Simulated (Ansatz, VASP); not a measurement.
**Al: VASP beside Ansatz**

File INCAR:

```
PREC = Accurate ; ENCUT = 520
EDIFF = 1E-6 ; ISMEAR = 1
SIGMA = 0.1 ; LREAL = False
LASPH = True ; NELM = 150
ALGO = Normal ; ISIF = 2
LWAVE = False ; LCHARG = False
LNONCOLLINEAR = True ; MAGMOM = 0.289 0.289 0.289
LORBIT = 11 ; GGA = PS
IVDW = 12 ; NBANDS = 14
```

File KPOINTS:

```
regular mesh
0
Gamma
  8 8 8
```

POSCAR

```
Al
1.0
    0.0000000000      2.0514502267      2.0514502267
    2.0514502267      0.0000000000      2.0514502267
    2.0514502267      2.0514502267      0.0000000000
Al
1
Direct
    0.0000000000      0.0000000000      0.0000000000
```

File input.yaml:

```yaml
crystal:
  lattice:
    - [0.0, 2.0514502267, 2.0514502267]
    - [2.0514502267, 0.0, 2.0514502267]
    - [2.0514502267, 2.0514502267, 0.0]
  atoms:
    - { symbol: Al, position: [0.0, 0.0, 0.0], spin: 0.501, spin_axis: [0.57735, 0.57735, 0.57735] }
kpoints:
  mp_grid: { grid: [8, 8, 8] }
scf:
  occupations: { method: cold, width: 0.1 }
hamiltonian:
  xc: pbesol
  dispersion: d3bj
  pseudopotentials: { kind: all_electron, lapw: { basis_error: 0.001 } }
magnetization:
  noncollinear: true
output:
  forces: true
  stress: true
  eigenvalues: true
```

Change from the starting cell: volume scaled by 1.04.

Alike in both runs: task single point; functional PBEsol; dispersion D3(BJ); k mesh 8 × 8 × 8; non-collinear spin.

|  | VASP | Ansatz |
| --- | --- | --- |
| version | VASP 6.6.1 | Ansatz 0.2.0 |
| potentials or method | VASP PAW PBE potentials, release 64 (Al), cutoff 520 eV | all-electron LAPW, scalar-relativistic |
| occupations | methfessel-paxton of order 1, width 0.1 eV | cold, width 0.1 eV |

```csv
,VASP,Ansatz,Ansatz less VASP
gap on the k mesh at the Fermi level (eV),none,none,-
pressure (GPa),-7.5,-7.6,-0.05
net moment per atom (μB),0.00,0.00,0.000
```

VASP's potentials were made for PBE, not for PBEsol. A gap of «none» marks a metal or a gap that the smearing closes. Ansatz ran all-electron here, and VASP with PAW potentials.

Noted on Ansatz's run: the program listed the state as in doubt; the k mesh is thin for a metal, which can move the energy by tens of meV per atom.
